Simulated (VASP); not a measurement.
# CoO (F-43m) in VASP: notebook

CoO is run at these levels: PBEsol, r2SCAN; tasks: single point, relaxation of cell and atoms.

All numbers are computed with VASP 6.6.1; they aren't measurements. Logs are shortened: lines on timing, memory, paths and dates and some standing lists are left out, and cuts for length are marked.

### Step 1. The cell of the first run

Symmetry: F-43m, No. 216, cubic system. Conventional cell: a = 4.298 Å, b = 4.298 Å, c = 4.298 Å, α = 90.00°, β = 90.00°, γ = 90.00°. Within 2.5 Å of Co (site symmetry -43m) lie 4 O at 1.86 Å. Within 2.5 Å of O (site symmetry -43m) lie 4 Co at 1.86 Å.

### Step 2. Single point, PBEsol

Contents of INCAR:

```
SYSTEM = CoO
  PREC = Accurate
  ENCUT = 520
  EDIFF = 1E-6
  ISMEAR = 0
  SIGMA = 0.1
  LREAL = .FALSE.
  LASPH = .TRUE.
  NELM = 100
  ALGO = Normal
  ISIF = 2
  LWAVE = .FALSE.
  LCHARG = .FALSE.
  GGA = PS
  NBANDS = 14
```

Contents of KPOINTS:

```
regular mesh
0
G
  16 16 16
  0 0 0
```

Contents of POSCAR:

```
CoO
1.0
    0.0000000000      2.1488972704      2.1488972704
    2.1488972704      0.0000000000      2.1488972704
    2.1488972704      2.1488972704      0.0000000000
Co O
1 1
Direct
    0.0000000000      0.0000000000      0.0000000000
    0.2500000000      0.2500000000      0.2500000000
```

Potentials or basis: VASP PAW PBE potentials, release 64 (Co, O).

Command:

```console
$ cat potpaw_PBE.64/Co/POTCAR potpaw_PBE.64/O/POTCAR > POTCAR
$ mpirun -np 1 vasp_std > vasp.out
```

OUTCAR:

```text
SYSTEM = CoO
   PREC = Accurate
   ENCUT = 520
   EDIFF = 1E-6
   ISMEAR = 0
   LREAL = .FALSE.
   LASPH = .TRUE.
   NELM = 100
   ISIF = 2
   GGA = PS

 ion  position               nearest neighbor table
   1  0.000  0.000  0.000-   2 1.86   2 1.86   2 1.86   2 1.86
   2  0.250  0.250  0.250-   1 1.86   1 1.86   1 1.86   1 1.86

  LATTYP: Found a face centered cubic cell.
 ALAT       =     4.2977945408

  Lattice vectors:

 A1 = (   0.0000000000,   2.1488972704,   2.1488972704)
 A2 = (   2.1488972704,   0.0000000000,   2.1488972704)
 A3 = (   2.1488972704,   2.1488972704,   0.0000000000)

Analysis of symmetry for initial positions (statically):
=====================================================================
 Subroutine PRICEL returns:
 Original cell was already a primitive cell.

 Routine SETGRP: Setting up the symmetry group for a
 face centered cubic supercell.

 Subroutine GETGRP returns: Found 24 space group operations
 (whereof 24 operations were pure point group operations)
 out of a pool of 48 trial point group operations.

The static configuration has the point symmetry T_d .

Analysis of symmetry for dynamics (positions and initial velocities):
=====================================================================
 Subroutine PRICEL returns:
 Original cell was already a primitive cell.

 Routine SETGRP: Setting up the symmetry group for a
 face centered cubic supercell.

 Subroutine GETGRP returns: Found 24 space group operations
 (whereof 24 operations were pure point group operations)
 out of a pool of 48 trial point group operations.

The dynamic configuration has the point symmetry T_d .

 Subroutine INISYM returns: Found 24 space group operations
 (whereof 24 operations are pure point group operations),
 and found     1 'primitive' translations

----------------------------------------------------------------------------------------

                                     Primitive cell

  volume of cell :      19.8462

  direct lattice vectors                    reciprocal lattice vectors
     0.000000000  2.148897270  2.148897270    -0.232677479  0.232677479  0.232677479
     2.148897270  0.000000000  2.148897270     0.232677479 -0.232677479  0.232677479
     2.148897270  2.148897270  0.000000000     0.232677479  0.232677479 -0.232677479

  length of vectors
     3.038999664  3.038999664  3.038999664     0.403009216  0.403009216  0.403009216

  position of ions in fractional coordinates (direct lattice)
     0.000000000  0.000000000  0.000000000
     0.250000000  0.250000000  0.250000000

  ion indices of the primitive-cell ions
   primitive index   ion index
                 1           1
                 2           2

----------------------------------------------------------------------------------------

 KPOINTS: regular mesh

Automatic generation of k-mesh.
 Grid dimensions read from file:
 generate k-points for:   16   16   16

 Generating k-lattice:

  Cartesian coordinates                     Fractional coordinates (reciprocal lattice)
    -0.014542342  0.014542342  0.014542342     0.062500000  0.000000000  0.000000000
     0.014542342 -0.014542342  0.014542342     0.000000000  0.062500000  0.000000000
     0.014542342  0.014542342 -0.014542342     0.000000000  0.000000000  0.062500000

  Length of vectors
     0.025188076  0.025188076  0.025188076

  Shift w.r.t. Gamma in fractional coordinates (k-lattice)
     0.000000000  0.000000000  0.000000000

 Subroutine IBZKPT returns following result:
 ===========================================

 Found    145 irreducible k-points:

 Following reciprocal coordinates:
            Coordinates               Weight
  0.000000  0.000000  0.000000      1.000000
  0.062500  0.000000  0.000000      8.000000
  0.125000  0.000000  0.000000      8.000000
  0.187500  0.000000  0.000000      8.000000
  0.250000  0.000000  0.000000      8.000000
  0.312500  0.000000  0.000000      8.000000
[... 16 lines left out ...]
 -0.125000  0.062500  0.000000     24.000000
 -0.062500  0.062500  0.000000     12.000000
 [... further k-points ...]
   k-points           NKPTS =    145   k-points in BZ     NKDIM =    145   number of bands    NBANDS=     14
   number of dos      NEDOS =    301   number of ions     NIONS =      2
   total plane-waves  NPLWV =  13824
   dimension x,y,z NGX =    24 NGY =   24 NGZ =   24
   dimension x,y,z NGXF=    48 NGYF=   48 NGZF=   48
   ions per type =               1   1
   NGX,Y,Z   is equivalent  to a cutoff of  13.13, 13.13, 13.13 a.u.
   NGXF,Y,Z  is equivalent  to a cutoff of  26.26, 26.26, 26.26 a.u.
 SYSTEM =  CoO
   PREC   = accura    normal or accurate (medium, high low for compatibility)
   ISTART =      0    job   : 0-new  1-cont  2-samecut
   ICHARG =      2    charge: 1-file 2-atom 10-const
   ISPIN  =      1    spin polarized calculation?
   LNONCOLLINEAR =      F non collinear calculations
   LSORBIT =      F    spin-orbit coupling
   LASPH  =      T    aspherical Exc in radial PAW
   ENCUT  =  520.0 eV  38.22 Ry    6.18 a.u.   5.65  5.65  5.65*2*pi/ulx,y,z
   NELM   =    100;   NELMIN=  2; NELMDL= -5     # of ELM steps
   EDIFF  = 0.1E-05   stopping-criterion for ELM
   LREAL  =      F    real-space projection
   EDIFFG = 0.1E-04   stopping-criterion for IOM
   NSW    =      0    number of steps for IOM
   IBRION =     -1    ionic relax: 0-MD 1-quasi-New 2-CG
   NFREE  =      0    steps in history (QN), initial steepest desc. (CG)
   ISIF   =      2    stress and relaxation
   ISYM   =      2    0-nonsym 1-usesym 2-fastsym
   POTIM  = 0.5000    time-step for ionic-motion
   TEBEG  =    0.0;   TEEND  =   0.0 temperature during run
   PSTRESS=    0.0 pullay stress
   NELECT =      15.0000    total number of electrons
   NUPDOWN=      -1.0000    fix difference up-down
   EMIN   =  10.00;   EMAX   =-10.00  energy-range for DOS
   EFERMI =   0.00;   METHOD = LEGACY
   ISMEAR =     0;   SIGMA  =   0.10  broadening in eV -4-tet -1-fermi 0-gaus
   EFERMI_NEDOS =   21; number of points for ismear=-14 and -15
   IALGO  =     38    algorithm
   IMIX   =      4    mixing-type and parameters
     AMIX     =   0.40;   BMIX     =  1.00
     AMIX_MAG =   1.60;   BMIX_MAG =  1.00
  volume/ion in A,a.u.               =       9.92        66.96
  Fermi-wavevector in a.u.,A,eV,Ry     =   1.491236  2.818027 30.256413  2.223784
  Thomas-Fermi vector in A             =   2.603916
   LORBIT       =      0    0 simple, 1 ext, 2 COOP (PROOUT), +10 PAW based schemes
   GGA     = PS    functional components
   LHFCALC =     F    Hartree Fock is set to
   AEXX    =    0.0000 exact exchange contribution
   IVDW    =     0    specifies the selected vdW correction
   LEPSILON=     F    determine dielectric tensor
   LRPA    =     F    only Hartree local field effects (RPA)
 non-spin polarized calculation
 Gauss-broadening in eV      SIGMA  =   0.10
  energy-cutoff  :      520.00
  volume of cell :       19.85
 maximum number of plane-waves:       544
   NGX = 11   NGY = 11   NGZ = 11

 number of electron      15.0000005 magnetization

 Free energy of the ion-electron system (eV)
  ---------------------------------------------------
  ext. energy  EPLUGINS =         0.00000000
  ---------------------------------------------------
  free energy    TOTEN  =       -14.14700380 eV

  energy without entropy =      -14.13385716  energy(sigma->0) =      -14.14043048

 E-fermi :   7.8566     XC(G=0): -12.3134

 val. band max:        7.8351216407   @ k =  -0.4375   0.3750   0.0625
 cond. band min:       7.8632169355   @ k =  -0.1875   0.2500   0.0625
 fundamental gap:      0.0280952948
 Fermi energy:         7.8565619901

 k-point     1 :       0.0000    0.0000    0.0000
  band No.  band energies     occupation
      1     -13.6109      2.00000
      2       0.8723      2.00000
      3       0.8723      2.00000
      4       0.8723      2.00000
      5       6.2654      2.00000
      6       6.2654      2.00000
      7       8.1117      0.00031
      8       9.3321      0.00000
      9       9.3321      0.00000
     10       9.3321      0.00000
     11      23.0068      0.00000
     12      23.0068      0.00000
     13      23.0068      0.00000
     14      29.0144      0.00000

 k-point     2 :       0.0625    0.0000    0.0000
  band No.  band energies     occupation
      1     -13.5807      2.00000
      2       0.7875      2.00000
      3       0.8876      2.00000
      4       0.8876      2.00000
      5       6.2535      2.00000
      6       6.2535      2.00000
      7       8.2597      0.00000
      8       9.2806      0.00000
      9       9.3096      0.00000
     10       9.3096      0.00000
     11      22.5108      0.00000
     12      23.0604      0.00000
     13      23.0604      0.00000
     14      28.3424      0.00000

 k-point     3 :       0.1250    0.0000    0.0000
  band No.  band energies     occupation
      1     -13.4938      2.00000
      2       0.5679      2.00000
      3       0.9305      2.00000
      4       0.9305      2.00000
      5       6.2258      2.00000
      6       6.2258      2.00000
      7       8.4867      0.00000
      8       9.2402      0.00000
      9       9.2402      0.00000
     10       9.3157      0.00000
     11      21.3557      0.00000
     12      23.1809      0.00000
     13      23.1809      0.00000
     14      27.8418      0.00000
[... 324 lines left out ...]
 k-point    23 :      -0.1250    0.0625    0.0000
  band No.  band energies     occupation
      1     -13.4298      2.00000
      2       0.4334      2.00000
      3       0.9521      2.00000
      4       0.9632      2.00000
      5       6.1480      2.00000
      6       6.2690      2.00000
      7       8.5190      0.00000
      8       8.9851      0.00000
      9       9.2492      0.00000
     10       9.5968      0.00000
     11      20.9373      0.00000
     12      22.4993      0.00000
     13      23.6376      0.00000
     14      27.2797      0.00000

 k-point    24 :      -0.0625    0.0625    0.0000
  band No.  band energies     occupation
      1     -13.5315      2.00000
      2       0.6618      2.00000
      3       0.9096      2.00000
      4       0.9127      2.00000
      5       6.2034      2.00000
      6       6.2682      2.00000
      7       8.4531      0.00000
      8       9.1609      0.00000
      9       9.3057      0.00000
     10       9.3123      0.00000
     11      22.0168      0.00000
     12      22.7244      0.00000
     13      23.3297      0.00000
     14      27.8138      0.00000

 [... further k-points ...]
[... 5 lines left out ...]
  --------------------------------------------------------------------------------------
  -------------------------------------------------------------------------------------
  Total       -0.0023617     -0.0023617     -0.0023617      0.0000000      0.0000000      0.0000000
  in kB       -0.1906582     -0.1906582     -0.1906582      0.0000000      0.0000000      0.0000000
  external PRESSURE =      -0.1906582 kB  Pullay stress =       0.0000000 kB

 VOLUME and BASIS-vectors are now :
 -----------------------------------------------------------------------------
  energy-cutoff  :      520.00
  volume of cell :       19.85
      direct lattice vectors                 reciprocal lattice vectors
     0.000000000  2.148897270  2.148897270    -0.232677479  0.232677479  0.232677479
     2.148897270  0.000000000  2.148897270     0.232677479 -0.232677479  0.232677479
     2.148897270  2.148897270  0.000000000     0.232677479  0.232677479 -0.232677479

 POSITION                                       TOTAL-FORCE (eV/Angst)
 -----------------------------------------------------------------------------------
      0.00000      0.00000      0.00000         0.000000      0.000000      0.000000
      1.07445      1.07445      1.07445        -0.000000     -0.000000     -0.000000
 -----------------------------------------------------------------------------------
    total drift:                               -0.000000     -0.000000      0.000000

  FREE ENERGIE OF THE ION-ELECTRON SYSTEM (eV)
  ---------------------------------------------------
  free  energy   TOTEN  =       -14.1470037967 eV

  energy  without entropy=      -14.1338571631  energy(sigma->0) =      -14.14043048
```

It took 23 s on 1 thread of Intel Xeon 6975P-C, shared host; peak memory 0.17 GiB.

Results:

| Item | Value |
| --- | --- |
| Free energy | -14.1470 eV |
| Pressure | 0.0 GPa |

Caveat: the PAW data sets were made with another functional, which shifts forces and pressure a little; an odd number of electrons without spin polarisation forces a metal; a magnetic or distorted state may lie lower; the run has no spin polarisation, though such a crystal can be magnetic; semilocal functionals often make such compounds metallic where correlation or magnetic order opens a gap, which also shifts bond lengths. Spin polarisation is off, so any magnetic state and its effect on volume and gap are missing.

### Step 3. Single point, PBEsol

This run uses another cell than the first one, of 10.28 Å³/atom, 1.036 times its volume.

Contents of INCAR:

```
  PREC = Accurate
  ENCUT = 520
  EDIFF = 1E-7
  ISMEAR = 0
  SIGMA = 0.1
  LREAL = F
  LASPH = T
  NELM = 60
  ALGO = Normal
  ISIF = 2
  LWAVE = F
  LCHARG = F
  GGA = PS
  NBANDS = 14
```

Contents of KPOINTS:

```
Automatic mesh
0
Gamma
  16 16 16
```

Contents of POSCAR:

```
CoO
1.0
    0.0000000000      2.1744804960      2.1744804960
    2.1744804960      0.0000000000      2.1744804960
    2.1744804960      2.1744804960      0.0000000000
Co O
1 1
Direct
    0.0000000000      0.0000000000      0.0000000000
    0.2500000000      0.2500000000      0.2500000000
```

Potentials or basis: VASP PAW PBE potentials, release 64 (Co, O).

Command:

```console
$ cat potpaw_PBE.64/Co/POTCAR potpaw_PBE.64/O/POTCAR > POTCAR
$ mpirun -np 1 vasp_std > vasp.out
```

Wall time 27 s (1 thread of Intel Xeon 6975P-C, shared host); peak memory 0.17 GiB.

It converged, with:

```
Free energy : -14.1318 eV
Pressure    : -7.0 GPa
```

Levels at points of the mesh, in eV from the Fermi level:
| k point | band 4 | band 5 | band 6 | band 7 | band 8 | band 9 | band 10 | band 11 |
| --- | --- | --- | --- | --- | --- | --- | --- | --- |
| (0.00, 0.00, 0.00) | -6.70 | -1.50 | -1.50 | 0.22 | 1.41 | 1.41 | 1.41 | 14.91 |
| (0.50, 0.00, 0.00) | -6.38 | -1.33 | -1.31 | -1.31 | 0.43 | 0.43 | 6.04 | 7.41 |
| (0.50, 0.50, 0.00) | -5.98 | -2.38 | -1.06 | -0.88 | -0.57 | -0.57 | 5.80 | 10.53 |

Caveat: the PAW data sets were made with another functional, which shifts forces and pressure a little; an odd number of electrons without spin polarisation forces a metal; a magnetic or distorted state may lie lower; the run has no spin polarisation, though such a crystal can be magnetic; semilocal functionals often make such compounds metallic where correlation or magnetic order opens a gap, which also shifts bond lengths. Spin polarisation is off, so any magnetic state and its effect on volume and gap are missing.

[end of part 1 of 2]
